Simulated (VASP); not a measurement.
Runs of VASP 6.6.1 on Cu. The structure is that of space group I4/mmm (No. 139), or close to it. The cells are those of the table. 

```tsv
cell	further INCAR settings	gap on the mesh (eV)	pressure (GPa)
a = 2.439, b = 2.679, c = 2.567 Å, angles 55.4, 64.6, 60.0°, 1 atom	ALGO = Fast; EDIFF = 1e-06; NBANDS = 12	none	4.8
a = 2.654, b = 2.462, c = 2.563 Å, angles 63.7, 56.3, 60.0°, 1 atom	ALGO = Fast; EDIFF = 1e-06; NBANDS = 12	none	(a)
a = 2.485, b = 2.629, c = 2.560 Å, angles 57.2, 62.8, 60.0°, 1 atom	ALGO = Fast; EDIFF = 1e-07; NBANDS = 12	none	3.3
a = 2.509, b = 2.605, c = 2.558 Å, angles 58.1, 61.9, 60.0°, 1 atom	ALGO = Fast; EDIFF = 1e-07; NBANDS = 12	none	2.8
```

Alike in all rows: task single point; level PBE; potentials or basis VASP PAW PBE potentials, release 64 (Cu); no spin polarisation; k mesh 22 × 22 × 22; cutoff (eV) 520; smearing gaussian 0.15 eV.

Task: Estimate the missing entries.

Result: (a) 4.0.

A gap of «none» marks levels without a gap at the run's occupations.
